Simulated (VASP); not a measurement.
# Si2C (P4_2/mnm) in VASP: a series of runs

Runs on Si2C. Level: PBE. Tasks: single point.

Program: VASP 6.6.1. These are calculated values, not measurements. Logs are shortened: lines on timing, memory, paths and dates and some standing lists are left out, and cuts for length are marked.

### Step 1. The cell of the first run

The structure is tetragonal, space group P4_2/mnm (No. 136). Conventional cell: a = 5.027 Å, b = 5.027 Å, c = 2.896 Å, α = 90.00°, β = 90.00°, γ = 90.00°. Within 2.7 Å of Si (site symmetry m2m) lie 3 C at 2.02 to 2.15 Å. Within 2.7 Å of C (site symmetry mmm) lie 6 Si at 2.02 to 2.15 Å.

### Step 2. Single point, PBE

Contents of INCAR:

```
ALGO = Normal
EDIFF = 1E-6
ENCUT = 520
GGA = PE
ISIF = 2
ISMEAR = 0
LASPH = True
LCHARG = False
LREAL = False
LWAVE = False
NBANDS = 21
NELM = 60
PREC = Accurate
SIGMA = 0.1
```

Contents of KPOINTS:

```
k-points
0
Gamma
  4 4 6
```

Contents of POSCAR:

```
Si2C
1.0
    5.0270469544      0.0000000000      0.0000000000
    0.0000000000      5.0270469544      0.0000000000
    0.0000000000      0.0000000000      2.8955251551
Si C
4 2
Direct
    0.3022651039      0.3022651039      0.0000000000
    0.1977348961      0.8022651039      0.5000000000
    0.6977348961      0.6977348961      0.0000000000
    0.8022651039      0.1977348961      0.5000000000
    0.0000000000      0.0000000000      0.0000000000
    0.5000000000      0.5000000000      0.5000000000
```

Potentials or basis: VASP PAW PBE potentials, release 64 (Si, C).

On the command line:

```
$ cat potpaw_PBE.64/Si/POTCAR potpaw_PBE.64/C/POTCAR > POTCAR
$ mpirun -np 1 vasp_std > vasp.out
```

OUTCAR:

```text
EDIFF = 1E-6
   ENCUT = 520
   GGA = PE
   ISIF = 2
   ISMEAR = 0
   LASPH = True
   LREAL = False
   NELM = 60
   PREC = Accurate

 ion  position               nearest neighbor table
   1  0.302  0.302  0.000-   6 2.02   6 2.02   5 2.15   3 2.81   4 2.95   2 2.95   4 2.95   2 2.95
                             2 2.95   2 2.95   4 2.95   4 2.95
   2  0.198  0.802  0.500-   5 2.02   5 2.02   6 2.15   4 2.81   1 2.95   1 2.95   3 2.95   3 2.95
                             1 2.95   1 2.95   3 2.95   3 2.95
   3  0.698  0.698  0.000-   6 2.02   6 2.02   5 2.15   1 2.81   4 2.95   2 2.95   4 2.95   2 2.95
                             4 2.95   4 2.95   2 2.95   2 2.95
   4  0.802  0.198  0.500-   5 2.02   5 2.02   6 2.15   2 2.81   3 2.95   1 2.95   3 2.95   1 2.95
                             3 2.95   3 2.95   1 2.95   1 2.95
   5  0.000  0.000  0.000-   2 2.02   4 2.02   2 2.02   4 2.02   3 2.15   1 2.15
   6  0.500  0.500  0.500-   1 2.02   3 2.02   1 2.02   3 2.02   2 2.15   4 2.15

  LATTYP: Found a simple tetragonal cell.
 ALAT       =     5.0270469544
 C/A-ratio  =     0.5759892799

  Lattice vectors:

 A1 = (   5.0270469544,   0.0000000000,   0.0000000000)
 A2 = (   0.0000000000,   5.0270469544,   0.0000000000)
 A3 = (   0.0000000000,   0.0000000000,   2.8955251551)

Analysis of symmetry for initial positions (statically):
=====================================================================
 Subroutine PRICEL returns:
 Original cell was already a primitive cell.

 Routine SETGRP: Setting up the symmetry group for a
 simple tetragonal supercell.

 Subroutine GETGRP returns: Found 16 space group operations
 (whereof  8 operations were pure point group operations)
 out of a pool of 16 trial point group operations.

The static configuration has the point symmetry D_2h.
 The point group associated with its full space group is D_4h.

Analysis of symmetry for dynamics (positions and initial velocities):
=====================================================================
 Subroutine PRICEL returns:
 Original cell was already a primitive cell.

 Routine SETGRP: Setting up the symmetry group for a
 simple tetragonal supercell.

 Subroutine GETGRP returns: Found 16 space group operations
 (whereof  8 operations were pure point group operations)
 out of a pool of 16 trial point group operations.

The dynamic configuration has the point symmetry D_2h.
 The point group associated with its full space group is D_4h.

 Subroutine INISYM returns: Found 16 space group operations
 (whereof  8 operations are pure point group operations),
 and found     1 'primitive' translations

----------------------------------------------------------------------------------------

                                     Primitive cell

  volume of cell :      73.1734

  direct lattice vectors                    reciprocal lattice vectors
     5.027046954  0.000000000  0.000000000     0.198923943  0.000000000  0.000000000
     0.000000000  5.027046954  0.000000000     0.000000000  0.198923943  0.000000000
     0.000000000  0.000000000  2.895525155     0.000000000  0.000000000  0.345360495

  length of vectors
     5.027046954  5.027046954  2.895525155     0.198923943  0.198923943  0.345360495

  position of ions in fractional coordinates (direct lattice)
     0.302265104  0.302265104  0.000000000
     0.197734896  0.802265104  0.500000000
     0.697734896  0.697734896  0.000000000
     0.802265104  0.197734896  0.500000000
     0.000000000  0.000000000  0.000000000
     0.500000000  0.500000000  0.500000000

  ion indices of the primitive-cell ions
   primitive index   ion index
                 1           1
                 2           2
                 3           3
                 4           4
                 5           5
                 6           6

----------------------------------------------------------------------------------------

 KPOINTS: k-points

Automatic generation of k-mesh.
 Grid dimensions read from file:
 generate k-points for:    4    4    6

 Generating k-lattice:

  Cartesian coordinates                     Fractional coordinates (reciprocal lattice)
     0.049730986  0.000000000  0.000000000     0.250000000  0.000000000  0.000000000
     0.000000000  0.049730986  0.000000000     0.000000000  0.250000000  0.000000000
     0.000000000  0.000000000  0.057560082     0.000000000  0.000000000  0.166666667

  Length of vectors
     0.049730986  0.049730986  0.057560082

  Shift w.r.t. Gamma in fractional coordinates (k-lattice)
     0.000000000  0.000000000  0.000000000

 Subroutine IBZKPT returns following result:
 ===========================================

 Found     24 irreducible k-points:

 Following reciprocal coordinates:
            Coordinates               Weight
  0.000000  0.000000  0.000000      1.000000
  0.250000  0.000000  0.000000      4.000000
  0.500000  0.000000  0.000000      2.000000
  0.250000  0.250000  0.000000      4.000000
  0.500000  0.250000  0.000000      4.000000
  0.500000  0.500000  0.000000      1.000000
[... 16 lines left out ...]
  0.500000  0.250000  0.500000      4.000000
  0.500000  0.500000  0.500000      1.000000
   k-points           NKPTS =     24   k-points in BZ     NKDIM =     24   number of bands    NBANDS=     21
   number of dos      NEDOS =    301   number of ions     NIONS =      6
   total plane-waves  NPLWV =  38400
   dimension x,y,z NGX =    40 NGY =   40 NGZ =   24
   dimension x,y,z NGXF=    80 NGYF=   80 NGZF=   48
   ions per type =               4   2
   NGX,Y,Z   is equivalent  to a cutoff of  13.23, 13.23, 13.78 a.u.
   NGXF,Y,Z  is equivalent  to a cutoff of  26.46, 26.46, 27.56 a.u.
 SYSTEM =  unknown system
   PREC   = accura    normal or accurate (medium, high low for compatibility)
   ISTART =      0    job   : 0-new  1-cont  2-samecut
   ICHARG =      2    charge: 1-file 2-atom 10-const
   ISPIN  =      1    spin polarized calculation?
   LNONCOLLINEAR =      F non collinear calculations
   LSORBIT =      F    spin-orbit coupling
   LASPH  =      T    aspherical Exc in radial PAW
   ENCUT  =  520.0 eV  38.22 Ry    6.18 a.u.   9.35  9.35  5.38*2*pi/ulx,y,z
   NELM   =     60;   NELMIN=  2; NELMDL= -5     # of ELM steps
   EDIFF  = 0.1E-05   stopping-criterion for ELM
   LREAL  =      F    real-space projection
   EDIFFG = 0.1E-04   stopping-criterion for IOM
   NSW    =      0    number of steps for IOM
   IBRION =     -1    ionic relax: 0-MD 1-quasi-New 2-CG
   NFREE  =      0    steps in history (QN), initial steepest desc. (CG)
   ISIF   =      2    stress and relaxation
   ISYM   =      2    0-nonsym 1-usesym 2-fastsym
   POTIM  = 0.5000    time-step for ionic-motion
   TEBEG  =    0.0;   TEEND  =   0.0 temperature during run
   PSTRESS=    0.0 pullay stress
   NELECT =      24.0000    total number of electrons
   NUPDOWN=      -1.0000    fix difference up-down
   EMIN   =  10.00;   EMAX   =-10.00  energy-range for DOS
   EFERMI =   0.00;   METHOD = LEGACY
   ISMEAR =     0;   SIGMA  =   0.10  broadening in eV -4-tet -1-fermi 0-gaus
   EFERMI_NEDOS =   21; number of points for ismear=-14 and -15
   IALGO  =     38    algorithm
   IMIX   =      4    mixing-type and parameters
     AMIX     =   0.40;   BMIX     =  1.00
     AMIX_MAG =   1.60;   BMIX_MAG =  1.00
  volume/ion in A,a.u.               =      12.20        82.30
  Fermi-wavevector in a.u.,A,eV,Ry     =   1.129001  2.133502 17.342562  1.274642
  Thomas-Fermi vector in A             =   2.265693
   LORBIT       =      0    0 simple, 1 ext, 2 COOP (PROOUT), +10 PAW based schemes
   GGA     = PE    functional components
   LHFCALC =     F    Hartree Fock is set to
   AEXX    =    0.0000 exact exchange contribution
   IVDW    =     0    specifies the selected vdW correction
   LEPSILON=     F    determine dielectric tensor
   LRPA    =     F    only Hartree local field effects (RPA)
 non-spin polarized calculation
 Gauss-broadening in eV      SIGMA  =   0.10
  energy-cutoff  :      520.00
  volume of cell :       73.17
 maximum number of plane-waves:      1996
 NGX is ok and might be reduce to    40
   NGX = 19   NGY = 19   NGZ = 11

 number of electron      24.0000001 magnetization

 Free energy of the ion-electron system (eV)
  ---------------------------------------------------
  ext. energy  EPLUGINS =         0.00000000
  ---------------------------------------------------
  free energy    TOTEN  =       -33.56266003 eV

  energy without entropy =      -33.55346272  energy(sigma->0) =      -33.55806138

 E-fermi :   9.6102     XC(G=0): -11.2543

 val. band max:        9.5320052193   @ k =   0.2500   0.0000   0.3333
 cond. band min:       9.6300258366   @ k =   0.5000   0.0000   0.1667
 fundamental gap:      0.0980206173
 Fermi energy:         9.6102137864

 k-point     1 :       0.0000    0.0000    0.0000
  band No.  band energies     occupation
      1      -7.1046      2.00000
      2      -4.7696      2.00000
      3      -0.7205      2.00000
      4      -0.7205      2.00000
      5       3.2567      2.00000
      6       3.2567      2.00000
[... 13 lines left out ...]
     20      16.3456      0.00000
     21      17.3638      0.00000

 k-point     2 :       0.2500    0.0000    0.0000
  band No.  band energies     occupation
      1      -6.8478      2.00000
      2      -5.2381      2.00000
      3      -0.4735      2.00000
      4      -0.4063      2.00000
      5       1.8771      2.00000
      6       2.0829      2.00000
[... 13 lines left out ...]
     20      16.3256      0.00000
     21      16.8452      0.00000

 k-point     3 :       0.5000    0.0000    0.0000
  band No.  band energies     occupation
      1      -6.1393      2.00000
      2      -6.1393      2.00000
      3       0.2162      2.00000
      4       0.2162      2.00000
      5       0.7738      2.00000
      6       0.7738      2.00000
[... 13 lines left out ...]
     20      15.2638      0.00000
     21      16.8810      0.00000
[... 457 lines left out ...]
 k-point    23 :       0.5000    0.2500    0.5000
  band No.  band energies     occupation
      1      -3.3281      2.00000
      2      -3.3281      2.00000
      3      -0.8155      2.00000
      4      -0.8155      2.00000
      5       2.4616      2.00000
      6       2.4616      2.00000
[... 13 lines left out ...]
     20      13.8913      0.00000
     21      16.4575      0.00000

 k-point    24 :       0.5000    0.5000    0.5000
  band No.  band energies     occupation
      1      -3.2659      2.00000
      2      -3.2659      2.00000
      3      -0.5906      2.00000
      4      -0.5906      2.00000
      5       1.8418      2.00000
      6       1.8418      2.00000
[... 13 lines left out ...]
     20      15.3210      0.00000
     21      15.3419      0.00000

------------------------ aborting loop because EDIFF is reached ----------------------------------------

  FORCE on cell =-STRESS in cart. coord.  units (eV):
  Direction    XX          YY          ZZ          XY          YZ          ZX
  --------------------------------------------------------------------------------------
  -------------------------------------------------------------------------------------
  Total       -0.0330203     -0.0330203     -0.0583601     -0.0000000      0.0000000      0.0000000
  in kB       -0.7229993     -0.7229993     -1.2778305     -0.0000000      0.0000000      0.0000000
  external PRESSURE =      -0.9079430 kB  Pullay stress =       0.0000000 kB

 VOLUME and BASIS-vectors are now :
 -----------------------------------------------------------------------------
  energy-cutoff  :      520.00
  volume of cell :       73.17
      direct lattice vectors                 reciprocal lattice vectors
     5.027046954  0.000000000  0.000000000     0.198923943  0.000000000  0.000000000
     0.000000000  5.027046954  0.000000000     0.000000000  0.198923943  0.000000000
     0.000000000  0.000000000  2.895525155     0.000000000  0.000000000  0.345360495

 POSITION                                       TOTAL-FORCE (eV/Angst)
 -----------------------------------------------------------------------------------
      1.51950      1.51950      0.00000         0.024092      0.024092     -0.000000
      0.99402      4.03302      1.44776        -0.024092      0.024092      0.000000
      3.50755      3.50755      0.00000        -0.024092     -0.024092      0.000000
      4.03302      0.99402      1.44776         0.024092     -0.024092      0.000000
      0.00000      0.00000      0.00000         0.000000     -0.000000      0.000000
      2.51352      2.51352      1.44776         0.000000     -0.000000      0.000000
 -----------------------------------------------------------------------------------
    total drift:                                0.000000      0.000000     -0.000000

  FREE ENERGIE OF THE ION-ELECTRON SYSTEM (eV)
  ---------------------------------------------------
  free  energy   TOTEN  =       -33.5626600327 eV

  energy  without entropy=      -33.5534627250  energy(sigma->0) =      -33.55806138
```

Run time: 30 s. Hardware: 1 thread of AMD EPYC 7R43 (Zen 3), shared host; peak memory 0.15 GiB.

Results:

* Free energy: -33.5627 eV
* Pressure: -0.1 GPa
* Largest force: 0.034 eV/Å
* Band gap on the k mesh: zero (band 12 reaches 11.71 eV, above the bottom of band 13 at 8.27 eV)

Forces on the atoms (eV/Å):
```
Si   0.024  0.024  0.000
Si  -0.024  0.024  0.000
Si  -0.024 -0.024  0.000
Si   0.024 -0.024  0.000
C    0.000  0.000  0.000
C    0.000  0.000  0.000
```

Levels at points of the mesh, in eV from the Fermi level:
| k point | band 10 | band 11 | band 12 | band 13 | band 14 | band 15 |
| --- | --- | --- | --- | --- | --- | --- |
| (0.00, 0.00, 0.00) | -3.41 | -2.49 | 2.10 | 3.55 | 3.55 | 4.18 |
| (0.50, 0.00, 0.00) | -2.20 | 0.06 | 0.06 | 0.83 | 0.83 | 3.27 |
| (0.50, 0.50, 0.00) | -2.91 | 0.20 | 0.20 | 0.23 | 0.23 | 3.45 |
| (0.00, 0.00, 0.50) | -1.75 | -1.47 | -1.47 | -1.07 | -1.07 | -0.85 |
| (0.50, 0.00, 0.50) | -4.24 | -2.92 | -2.92 | 1.01 | 1.01 | 3.06 |
| (0.50, 0.50, 0.50) | -1.26 | -0.98 | -0.98 | 0.11 | 0.11 | 1.58 |

Caveat: the k points lie up to 0.36 Å⁻¹ apart.

(Continued in part 2 of 2.)
